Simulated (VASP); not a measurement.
# ScGa3Te (P6/mmm) in VASP: a series of runs, part 2 of 2

VASP 6.6.1. Earlier steps stand in the parts before.

## Step 3: Single point, PBE

This run uses another cell than the first one, of 21.32 Å³/atom, 0.705 times its volume.

Input file INCAR:

```
PREC = Accurate
ENCUT = 520
EDIFF = 1E-6
ISMEAR = 0
SIGMA = 0.1
LREAL = F
LASPH = T
NELM = 80
ALGO = Normal
ISIF = 2
LWAVE = F
LCHARG = F
GGA = PE
NBANDS = 36
```

Input file KPOINTS:

```
regular mesh
0
Gamma
  6 6 4
```

Input file POSCAR:

```
ScGa3Te
1.0
    4.6267260800      0.0000000000      0.0000000000
   -2.3133630400      4.0068623200      0.0000000000
    0.0000000000      0.0000000000      5.7510514700
Sc Ga Te
1 3 1
Direct
    0.0000000000      0.0000000000      0.5000000000
    0.5000000000      0.0000000000      0.5000000000
    0.0000000000      0.5000000000      0.5000000000
    0.5000000000      0.5000000000      0.5000000000
    0.0000000000      0.0000000000      0.0000000000
```

Potentials or basis: VASP PAW PBE potentials, release 64 (Sc_sv, Ga_d, Te).

Started as:

```console
$ cat potpaw_PBE.64/Sc_sv/POTCAR potpaw_PBE.64/Ga_d/POTCAR potpaw_PBE.64/Te/POTCAR > POTCAR
$ mpirun -np 1 vasp_std > vasp.out
```

OUTCAR:

```text
PREC = Accurate
   ENCUT = 520
   EDIFF = 1E-6
   ISMEAR = 0
   LREAL = F
   LASPH = T
   NELM = 80
   ISIF = 2
   GGA = PE

 ion  position               nearest neighbor table
   1  0.000  0.000  0.500-   3 2.31   4 2.31   3 2.31   4 2.31   2 2.31   2 2.31   5 2.88   5 2.88

   2  0.500  0.000  0.500-   3 2.31   4 2.31   4 2.31   3 2.31   1 2.31   1 2.31
   3  0.000  0.500  0.500-   1 2.31   2 2.31   1 2.31   2 2.31   4 2.31   4 2.31
   4  0.500  0.500  0.500-   1 2.31   2 2.31   2 2.31   1 2.31   3 2.31   3 2.31
   5  0.000  0.000  0.000-   1 2.88   1 2.88

  LATTYP: Found a hexagonal cell.
 ALAT       =     4.6267260800
 C/A-ratio  =     1.2430066899

  Lattice vectors:

 A1 = (   4.6267260800,   0.0000000000,   0.0000000000)
 A2 = (  -2.3133630400,   4.0068623200,   0.0000000000)
 A3 = (   0.0000000000,   0.0000000000,   5.7510514700)

Analysis of symmetry for initial positions (statically):
=====================================================================
 Subroutine PRICEL returns:
 Original cell was already a primitive cell.

 Routine SETGRP: Setting up the symmetry group for a
 hexagonal supercell.

 Subroutine GETGRP returns: Found 24 space group operations
 (whereof 24 operations were pure point group operations)
 out of a pool of 24 trial point group operations.

The static configuration has the point symmetry D_6h.

Analysis of symmetry for dynamics (positions and initial velocities):
=====================================================================
 Subroutine PRICEL returns:
 Original cell was already a primitive cell.

 Routine SETGRP: Setting up the symmetry group for a
 hexagonal supercell.

 Subroutine GETGRP returns: Found 24 space group operations
 (whereof 24 operations were pure point group operations)
 out of a pool of 24 trial point group operations.

The dynamic configuration has the point symmetry D_6h.

 Subroutine INISYM returns: Found 24 space group operations
 (whereof 24 operations are pure point group operations),
 and found     1 'primitive' translations

----------------------------------------------------------------------------------------

                                     Primitive cell

  volume of cell :     106.6168

  direct lattice vectors                    reciprocal lattice vectors
     4.626726080  0.000000000  0.000000000     0.216135553  0.124785920  0.000000000
    -2.313363040  4.006862320  0.000000000     0.000000000  0.249571840  0.000000000
     0.000000000  0.000000000  5.751051470     0.000000000  0.000000000  0.173881247

  length of vectors
     4.626726080  4.626726079  5.751051470     0.249571839  0.249571840  0.173881247

  position of ions in fractional coordinates (direct lattice)
     0.000000000  0.000000000  0.500000000
     0.500000000  0.000000000  0.500000000
     0.000000000  0.500000000  0.500000000
     0.500000000  0.500000000  0.500000000
     0.000000000  0.000000000  0.000000000

  ion indices of the primitive-cell ions
   primitive index   ion index
                 1           1
                 2           2
                 3           3
[... 23 lines left out ...]

 Subroutine IBZKPT returns following result:
 ===========================================

 Found     21 irreducible k-points:

 Following reciprocal coordinates:
            Coordinates               Weight
  0.000000  0.000000  0.000000      1.000000
  0.166667  0.000000  0.000000      6.000000
  0.333333  0.000000  0.000000      6.000000
  0.500000  0.000000  0.000000      3.000000
  0.166667  0.166667  0.000000      6.000000
  0.333333  0.166667  0.000000     12.000000
[... 13 lines left out ...]
  0.333333  0.166667  0.500000     12.000000
  0.333333  0.333333  0.500000      2.000000
   k-points           NKPTS =     21   k-points in BZ     NKDIM =     21   number of bands    NBANDS=     36
   number of dos      NEDOS =    301   number of ions     NIONS =      5
   total plane-waves  NPLWV =  62208
   dimension x,y,z NGX =    36 NGY =   36 NGZ =   48
   dimension x,y,z NGXF=    72 NGYF=   72 NGZF=   96
   ions per type =               1   3   1
   NGX,Y,Z   is equivalent  to a cutoff of  12.94, 12.94, 13.88 a.u.
   NGXF,Y,Z  is equivalent  to a cutoff of  25.87, 25.87, 27.75 a.u.
 SYSTEM =  unknown system
   PREC   = accura    normal or accurate (medium, high low for compatibility)
   ISTART =      0    job   : 0-new  1-cont  2-samecut
   ICHARG =      2    charge: 1-file 2-atom 10-const
   ISPIN  =      1    spin polarized calculation?
   LNONCOLLINEAR =      F non collinear calculations
   LSORBIT =      F    spin-orbit coupling
   LASPH  =      T    aspherical Exc in radial PAW
   ENCUT  =  520.0 eV  38.22 Ry    6.18 a.u.   8.60  8.60 10.69*2*pi/ulx,y,z
   NELM   =     80;   NELMIN=  2; NELMDL= -5     # of ELM steps
   EDIFF  = 0.1E-05   stopping-criterion for ELM
   LREAL  =      F    real-space projection
   EDIFFG = 0.1E-04   stopping-criterion for IOM
   NSW    =      0    number of steps for IOM
   IBRION =     -1    ionic relax: 0-MD 1-quasi-New 2-CG
   NFREE  =      0    steps in history (QN), initial steepest desc. (CG)
   ISIF   =      2    stress and relaxation
   ISYM   =      2    0-nonsym 1-usesym 2-fastsym
   POTIM  = 0.5000    time-step for ionic-motion
   TEBEG  =    0.0;   TEEND  =   0.0 temperature during run
   PSTRESS=    0.0 pullay stress
   NELECT =      56.0000    total number of electrons
   NUPDOWN=      -1.0000    fix difference up-down
   EMIN   =  10.00;   EMAX   =-10.00  energy-range for DOS
   EFERMI =   0.00;   METHOD = LEGACY
   ISMEAR =     0;   SIGMA  =   0.10  broadening in eV -4-tet -1-fermi 0-gaus
   EFERMI_NEDOS =   21; number of points for ismear=-14 and -15
   IALGO  =     38    algorithm
   IMIX   =      4    mixing-type and parameters
     AMIX     =   0.40;   BMIX     =  1.00
     AMIX_MAG =   1.60;   BMIX_MAG =  1.00
  volume/ion in A,a.u.               =      21.32       143.90
  Fermi-wavevector in a.u.,A,eV,Ry     =   1.320877  2.496095 23.738300  1.744716
  Thomas-Fermi vector in A             =   2.450671
   LORBIT       =      0    0 simple, 1 ext, 2 COOP (PROOUT), +10 PAW based schemes
   GGA     = PE    functional components
   LHFCALC =     F    Hartree Fock is set to
   AEXX    =    0.0000 exact exchange contribution
   IVDW    =     0    specifies the selected vdW correction
   LEPSILON=     F    determine dielectric tensor
   LRPA    =     F    only Hartree local field effects (RPA)
 non-spin polarized calculation
 Gauss-broadening in eV      SIGMA  =   0.10
  energy-cutoff  :      520.00
  volume of cell :      106.62
 maximum number of plane-waves:      2890
 NGX is ok and might be reduce to    36
   NGX = 17   NGY = 17   NGZ = 21

 number of electron      56.0000022 magnetization

 Free energy of the ion-electron system (eV)
  ---------------------------------------------------
  ext. energy  EPLUGINS =         0.00000000
  ---------------------------------------------------
  free energy    TOTEN  =       -12.06945089 eV

  energy without entropy =      -12.04665321  energy(sigma->0) =      -12.05805205

 E-fermi :   5.1423     XC(G=0): -10.0620

 val. band max:        5.1417116073   @ k =   0.5000   0.0000   0.2500
 cond. band min:       5.1445681406   @ k =   0.5000   0.0000   0.5000
 fundamental gap:      0.0028565334
 Fermi energy:         5.1423040713

 k-point     1 :       0.0000    0.0000    0.0000
  band No.  band energies     occupation
      1     -42.4798      2.00000
      2     -21.5248      2.00000
      3     -21.5248      2.00000
      4     -21.3206      2.00000
      5     -10.9865      2.00000
      6     -10.6717      2.00000
[... 808 lines left out ...]
     35      10.5485      0.00000
     36      10.5485      0.00000

------------------------ aborting loop because EDIFF is reached ----------------------------------------

  FORCE on cell =-STRESS in cart. coord.  units (eV):
  Direction    XX          YY          ZZ          XY          YZ          ZX
  --------------------------------------------------------------------------------------
  -------------------------------------------------------------------------------------
  Total       41.3901678     41.3901678     -4.6043752      0.0000000     -0.0000000      0.0000000
  in kB      621.9884307    621.9884302    -69.1919905      0.0000000     -0.0000000      0.0000000
  external PRESSURE =     391.5949568 kB  Pullay stress =       0.0000000 kB

 VOLUME and BASIS-vectors are now :
 -----------------------------------------------------------------------------
  energy-cutoff  :      520.00
  volume of cell :      106.62
      direct lattice vectors                 reciprocal lattice vectors
     4.626726080  0.000000000  0.000000000     0.216135553  0.124785920  0.000000000
    -2.313363040  4.006862320  0.000000000     0.000000000  0.249571840  0.000000000
     0.000000000  0.000000000  5.751051470     0.000000000  0.000000000  0.173881247

 POSITION                                       TOTAL-FORCE (eV/Angst)
 -----------------------------------------------------------------------------------
      0.00000      0.00000      2.87553        -0.000000      0.000000      0.000000
      2.31336      0.00000      2.87553        -0.000000      0.000000      0.000000
     -1.15668      2.00343      2.87553         0.000000      0.000000      0.000000
      1.15668      2.00343      2.87553         0.000000      0.000000      0.000000
      0.00000      0.00000      0.00000        -0.000000      0.000000      0.000000
 -----------------------------------------------------------------------------------
    total drift:                                0.000000      0.000000      0.000000

  FREE ENERGIE OF THE ION-ELECTRON SYSTEM (eV)
  ---------------------------------------------------
  free  energy   TOTEN  =       -12.0694508877 eV

  energy  without entropy=      -12.0466532139  energy(sigma->0) =      -12.05805205
```

stdout:

```text
POSCAR found type information on POSCAR ScGaTe
 POSCAR found :  3 types and       5 ions
 scaLAPACK will be used
 LDA part: xc-table for (Slater+PW92), standard interpolation
 POSCAR, INCAR and KPOINTS ok, starting setup
 FFT: planning ... GRIDC
 FFT: planning ... GRID_SOFT
 FFT: planning ... GRID
 WAVECAR not read
 entering main loop
```

Wall time 74 s (1 thread of Intel Xeon Platinum 8488C (Sapphire Rapids), shared host); peak memory 0.29 GiB.

What came out:

```yaml
Free_energy: -12.0695 eV
Pressure: 39.2 GPa
Band_gap_on_the_k_mesh: zero (band 28 reaches 6.28 eV, above the bottom of band 29 at 4.95 eV)
```

Levels at points of the mesh, in eV from the Fermi level:
| k point | band 25 | band 26 | band 27 | band 28 | band 29 | band 30 | band 31 | band 32 |
| --- | --- | --- | --- | --- | --- | --- | --- | --- |
| (0.00, 0.00, 0.00) | -2.54 | -1.35 | -1.35 | 1.13 | 1.13 | 1.26 | 1.93 | 1.93 |
| (0.50, 0.00, 0.00) | -2.51 | -1.98 | -1.97 | -0.15 | 0.00 | 0.94 | 2.32 | 3.28 |
| (0.00, 0.00, 0.50) | -2.51 | -1.76 | -1.06 | -1.06 | -0.04 | -0.04 | 3.17 | 3.17 |
| (0.50, 0.00, 0.50) | -2.49 | -1.80 | -1.70 | 0.00 | 0.80 | 0.95 | 2.64 | 4.08 |

Caveat: spin-orbit coupling is left out, which moves the levels of the heavy elements.
